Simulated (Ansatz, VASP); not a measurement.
**Zn: VASP beside Ansatz**

```
Zn
1.0
    14.00000    0.00000    0.00000
     0.00000   14.40000    0.00000
     0.00000    0.00000   14.80000
Zn
1
Direct
  0.50000 0.50000 0.50000
```

Alike in both runs: task single point; functional PBE; k mesh 1 × 1 × 1; occupations fermi-dirac, width 0.01 eV; collinear spin.

|  | VASP | Ansatz |
| --- | --- | --- |
| version | VASP 6.6.1 | Ansatz 0.2.0 |
| potentials or method | VASP PAW PBE potentials, release 64 (Zn), cutoff 520 eV | plane waves (420 eV) with PAW, scalar-relativistic |
| valence electrons in the cell | 12 | 12 |

```csv
,VASP,Ansatz,Ansatz less VASP
gap on the k mesh at the Fermi level (eV),4.87,4.86,-0.001
net moment per atom (μB),0.00,0.00,0.000
```

Ansatz's warnings: seeded moment not kept, xc potential rough in thin density.
